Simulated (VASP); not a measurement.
# Ca3AsPb (Pm-3m) in VASP: a series of runs, part 2 of 2

VASP 6.6.1.

## (4) Single point, PBE

Contents of INCAR:

```
SYSTEM = Ca3AsPb
ALGO = Normal
EDIFF = 1E-6
ENCUT = 520
GGA = PE
ISIF = 2
ISMEAR = -1
LASPH = .TRUE.
LCHARG = .FALSE.
LREAL = .FALSE.
LWAVE = .FALSE.
NBANDS = 32
NELM = 60
PREC = Accurate
SIGMA = 0.1
```

Contents of KPOINTS:

```
k-points
0
G
  4 4 4
  0 0 0
```

Contents of POSCAR:

```
Ca3AsPb
1.0
    5.5595572449      0.0000000000      0.0000000000
    0.0000000000      5.5595572449      0.0000000000
    0.0000000000      0.0000000000      5.5595572449
Pb As Ca
1 1 3
Direct
    0.0000000000      0.0000000000      0.0000000000
    0.5000000000      0.5000000000      0.5000000000
    0.5000000000      0.5000000000      0.0000000000
    0.0000000000      0.5000000000      0.5000000000
    0.5000000000      0.0000000000      0.5000000000
```

Command:

```sh
> cat potpaw_PBE.64/Pb_d/POTCAR potpaw_PBE.64/As/POTCAR potpaw_PBE.64/Ca_sv/POTCAR > POTCAR
> mpirun -np 1 vasp_std > vasp.out
```

It took 64 s on 1 thread of Intel Xeon Platinum 8488C (Sapphire Rapids), shared host; peak memory 0.28 GiB.

It converged, with:

```
Free energy            : -17.5535 eV
Pressure               : 0.1 GPa
Band gap on the k mesh : zero (an odd number of electrons rules out a gap without spin polarisation)
```

Levels at points of the mesh, in eV from the Fermi level:
| k point | band 21 | band 22 | band 23 | band 24 | band 25 | band 26 | band 27 | band 28 | band 29 | band 30 |
| --- | --- | --- | --- | --- | --- | --- | --- | --- | --- | --- |
| (0.00, 0.00, 0.00) | -1.59 | -1.59 | 0.53 | 0.85 | 0.85 | 0.93 | 0.93 | 0.93 | 1.30 | 1.30 |
| (0.50, 0.00, 0.00) | -1.74 | -1.58 | -1.58 | -0.11 | -0.11 | 1.54 | 1.67 | 1.71 | 2.67 | 2.96 |
| (0.50, 0.50, 0.00) | -3.09 | -1.73 | -0.60 | -0.60 | 0.02 | 1.79 | 1.93 | 1.93 | 2.05 | 2.70 |
| (0.50, 0.50, 0.50) | -2.93 | -2.93 | -0.92 | -0.92 | -0.92 | 2.10 | 2.10 | 2.10 | 2.74 | 2.87 |

Caveat: spin-orbit coupling is left out, which moves the levels of the heavy elements.

## (5) Single point, PBE

This run uses another cell than the first one, of 34.71 Å³/atom.

Contents of INCAR:

```
SYSTEM = Ca3AsPb
  ALGO = Normal
  EDIFF = 1E-7
  ENCUT = 520
  GGA = PE
  ISIF = 2
  ISMEAR = -1
  LASPH = .TRUE.
  LCHARG = .FALSE.
  LREAL = .FALSE.
  LWAVE = .FALSE.
  NBANDS = 32
  NELM = 100
  PREC = Accurate
  SIGMA = 0.1
```

KPOINTS is that of step 4.

POSCAR: that of step 4 with these lines changed.

```diff
@@ -2,5 +2,5 @@
 1.0
-    5.5595572449      0.0000000000      0.0000000000
-    0.0000000000      5.5595572449      0.0000000000
-    0.0000000000      0.0000000000      5.5595572449
+    5.5780276704      0.0000000000      0.0000000000
+    0.0000000000      5.5780276704      0.0000000000
+    0.0000000000      0.0000000000      5.5780276704
 Pb As Ca
```

Potentials or basis: VASP PAW PBE potentials, release 64 (Pb_d, As, Ca_sv).

Command:

```sh
> cat potpaw_PBE.64/Pb_d/POTCAR potpaw_PBE.64/As/POTCAR potpaw_PBE.64/Ca_sv/POTCAR > POTCAR
> mpirun -np 1 vasp_std > vasp.out
```

OUTCAR:

```text
SYSTEM = Ca3AsPb
   EDIFF = 1E-7
   ENCUT = 520
   GGA = PE
   ISIF = 2
   ISMEAR = -1
   LASPH = .TRUE.
   LREAL = .FALSE.
   NELM = 100
   PREC = Accurate

 ion  position               nearest neighbor table
   1  0.000  0.000  0.000-
   2  0.500  0.500  0.500-   3 2.79   4 2.79   5 2.79   3 2.79   5 2.79   4 2.79
   3  0.500  0.500  0.000-   2 2.79   2 2.79
   4  0.000  0.500  0.500-   2 2.79   2 2.79
   5  0.500  0.000  0.500-   2 2.79   2 2.79

  LATTYP: Found a simple cubic cell.
 ALAT       =     5.5780276704

  Lattice vectors:

 A1 = (   5.5780276704,   0.0000000000,   0.0000000000)
 A2 = (   0.0000000000,   5.5780276704,   0.0000000000)
 A3 = (   0.0000000000,   0.0000000000,   5.5780276704)

Analysis of symmetry for initial positions (statically):
=====================================================================
 Subroutine PRICEL returns:
 Original cell was already a primitive cell.

 Routine SETGRP: Setting up the symmetry group for a
 simple cubic supercell.

 Subroutine GETGRP returns: Found 48 space group operations
 (whereof 48 operations were pure point group operations)
 out of a pool of 48 trial point group operations.

The static configuration has the point symmetry O_h .

Analysis of symmetry for dynamics (positions and initial velocities):
=====================================================================
 Subroutine PRICEL returns:
 Original cell was already a primitive cell.

 Routine SETGRP: Setting up the symmetry group for a
 simple cubic supercell.

 Subroutine GETGRP returns: Found 48 space group operations
 (whereof 48 operations were pure point group operations)
 out of a pool of 48 trial point group operations.

The dynamic configuration has the point symmetry O_h .

[... 105 lines left out ...]
   EFERMI_NEDOS =   21; number of points for ismear=-14 and -15
   IALGO  =     38    algorithm
   IMIX   =      4    mixing-type and parameters
     AMIX     =   0.40;   BMIX     =  1.00
     AMIX_MAG =   1.60;   BMIX_MAG =  1.00
  volume/ion in A,a.u.               =      34.71       234.24
  Fermi-wavevector in a.u.,A,eV,Ry     =   1.073972  2.029512 15.693168  1.153415
  Thomas-Fermi vector in A             =   2.209787
   LORBIT       =      0    0 simple, 1 ext, 2 COOP (PROOUT), +10 PAW based schemes
   GGA     = PE    functional components
   LHFCALC =     F    Hartree Fock is set to
   AEXX    =    0.0000 exact exchange contribution
   IVDW    =     0    specifies the selected vdW correction
   LEPSILON=     F    determine dielectric tensor
   LRPA    =     F    only Hartree local field effects (RPA)
 non-spin polarized calculation
  energy-cutoff  :      520.00
  volume of cell :      173.56
 maximum number of plane-waves:      4713
 NGX is ok and might be reduce to    42
   NGX = 21   NGY = 21   NGZ = 21

 number of electron      48.9999987 magnetization

 Free energy of the ion-electron system (eV)
  ---------------------------------------------------
  ext. energy  EPLUGINS =         0.00000000
  ---------------------------------------------------
  free energy    TOTEN  =       -17.55382047 eV

  energy without entropy =      -17.44334494  energy(sigma->0) =      -17.49858270

 E-fermi :   2.7367     XC(G=0):  -8.3758

 val. band max:        2.6862212545   @ k =   0.5000   0.2500   0.0000
 cond. band min:       2.7539306123   @ k =   0.5000   0.5000   0.0000
 fundamental gap:      0.0677093578
 Fermi energy:         2.7367488892

 k-point     1 :       0.0000    0.0000    0.0000
  band No.  band energies     occupation
      1     -38.5085      2.00000
      2     -38.4945      2.00000
      3     -38.4945      2.00000
      4     -19.5823      2.00000
      5     -19.5823      2.00000
      6     -19.5823      2.00000
[... 339 lines left out ...]
     31       5.5874      0.00000
     32       5.5874      0.00000

------------------------ aborting loop because EDIFF is reached ----------------------------------------

  FORCE on cell =-STRESS in cart. coord.  units (eV):
  Direction    XX          YY          ZZ          XY          YZ          ZX
  --------------------------------------------------------------------------------------
  -------------------------------------------------------------------------------------
  Total       -0.1832220     -0.1832220     -0.1832220      0.0000000     -0.0000000      0.0000000
  in kB       -1.6913997     -1.6913997     -1.6913997      0.0000000     -0.0000000      0.0000000
  external PRESSURE =      -1.6913997 kB  Pullay stress =       0.0000000 kB

 VOLUME and BASIS-vectors are now :
 -----------------------------------------------------------------------------
  energy-cutoff  :      520.00
  volume of cell :      173.56
      direct lattice vectors                 reciprocal lattice vectors
     5.578027670  0.000000000  0.000000000     0.179274837  0.000000000  0.000000000
     0.000000000  5.578027670  0.000000000     0.000000000  0.179274837  0.000000000
     0.000000000  0.000000000  5.578027670     0.000000000  0.000000000  0.179274837

 POSITION                                       TOTAL-FORCE (eV/Angst)
 -----------------------------------------------------------------------------------
      0.00000      0.00000      0.00000         0.000000      0.000000      0.000000
      2.78901      2.78901      2.78901         0.000000      0.000000      0.000000
      2.78901      2.78901      0.00000         0.000000      0.000000      0.000000
      0.00000      2.78901      2.78901         0.000000      0.000000      0.000000
      2.78901      0.00000      2.78901         0.000000      0.000000      0.000000
 -----------------------------------------------------------------------------------
    total drift:                                0.000000     -0.000000     -0.000000

  FREE ENERGIE OF THE ION-ELECTRON SYSTEM (eV)
  ---------------------------------------------------
  free  energy   TOTEN  =       -17.5538204660 eV

  energy  without entropy=      -17.4433449412  energy(sigma->0) =      -17.49858270
```

OSZICAR:

```text
N       E                     dE             d eps       ncg     rms          rms(c)
DAV:   1     0.517136946528E+03    0.51714E+03   -0.22545E+04   640   0.144E+03
DAV:   2     0.203970232525E+02   -0.49674E+03   -0.48298E+03   672   0.437E+02
DAV:   3    -0.157289376570E+02   -0.36126E+02   -0.35438E+02  1024   0.114E+02
DAV:   4    -0.185337644923E+02   -0.28048E+01   -0.27900E+01  1032   0.264E+01
DAV:   5    -0.187089451617E+02   -0.17518E+00   -0.17514E+00  1096   0.575E+00    0.668E+00
DAV:   6    -0.176799750350E+02    0.10290E+01   -0.21622E+00   792   0.491E+00    0.382E+00
DAV:   7    -0.175578975544E+02    0.12208E+00   -0.11845E+00   888   0.377E+00    0.127E+00
DAV:   8    -0.175666229370E+02   -0.87254E-02   -0.33887E-01   808   0.196E+00    0.468E-01
DAV:   9    -0.175524800974E+02    0.14143E-01   -0.56332E-02   840   0.974E-01    0.176E-01
DAV:  10    -0.175543557845E+02   -0.18757E-02   -0.21734E-02   936   0.441E-01    0.129E-01
DAV:  11    -0.175538545255E+02    0.50126E-03   -0.51079E-03   944   0.223E-01    0.507E-02
DAV:  12    -0.175538996536E+02   -0.45128E-04   -0.37137E-04   840   0.114E-01    0.672E-02
DAV:  13    -0.175538252133E+02    0.74440E-04   -0.22762E-04   848   0.576E-02    0.122E-02
DAV:  14    -0.175538224217E+02    0.27916E-05   -0.24094E-05  1064   0.178E-02    0.507E-03
DAV:  15    -0.175538219583E+02    0.46337E-06   -0.19785E-06   728   0.381E-03    0.455E-03
DAV:  16    -0.175538203203E+02    0.16380E-05   -0.23650E-06   792   0.584E-03    0.102E-03
DAV:  17    -0.175538204293E+02   -0.10899E-06   -0.31982E-07   672   0.208E-03    0.352E-04
DAV:  18    -0.175538204660E+02   -0.36644E-07   -0.15624E-08   504   0.766E-04
   1 F= -.17553820E+02 E0= -.17498583E+02  d E =-.110476E+00
```

Wall time 70 s (1 thread of Intel Xeon Platinum 8488C (Sapphire Rapids), shared host); peak memory 0.28 GiB.

Results:

```yaml
Free_energy: -17.5538 eV
Pressure: -0.2 GPa
Band_gap_on_the_k_mesh: zero (an odd number of electrons rules out a gap without spin polarisation)
```

Levels at points of the mesh, in eV from the Fermi level:
```tsv
k point	band 21	band 22	band 23	band 24	band 25	band 26	band 27	band 28	band 29	band 30
(0.00, 0.00, 0.00)	-1.60	-1.60	0.49	0.84	0.84	0.92	0.92	0.92	1.29	1.29
(0.50, 0.00, 0.00)	-1.73	-1.58	-1.58	-0.11	-0.11	1.54	1.66	1.69	2.65	2.94
(0.50, 0.50, 0.00)	-3.08	-1.73	-0.60	-0.60	0.02	1.76	1.91	1.91	2.02	2.68
(0.50, 0.50, 0.50)	-2.92	-2.92	-0.92	-0.92	-0.92	2.08	2.08	2.08	2.71	2.85
```

Caveat: spin-orbit coupling is left out, which moves the levels of the heavy elements.

## (6) Summary

| cell | k mesh | gap on the mesh (eV) | pressure (GPa) |
| --- | --- | --- | --- |
| a = 5.560 Å, 5 atoms | 3 × 3 × 3 | none | 0.1 |
| a = 5.541 Å, 5 atoms | 4 × 4 × 4 | none | 0.5 |
| a = 5.560 Å, 5 atoms | 4 × 4 × 4 | none | 0.1 |
| a = 5.578 Å, 5 atoms | 4 × 4 × 4 | none | -0.2 |

Alike in all rows: task single point; level PBE; potentials or basis VASP PAW PBE potentials, release 64 (Pb_d, As, Ca_sv); no spin polarisation; cutoff (eV) 520; smearing fermi-dirac 0.1 eV.

Caveats: some runs use coarse meshes; spin-orbit coupling is left out, which moves the levels of the heavy elements.

Absolute energies hang on the potentials; compare differences alone.

The gap in the log of VASP goes by the Fermi energy; the results here count the filled bands.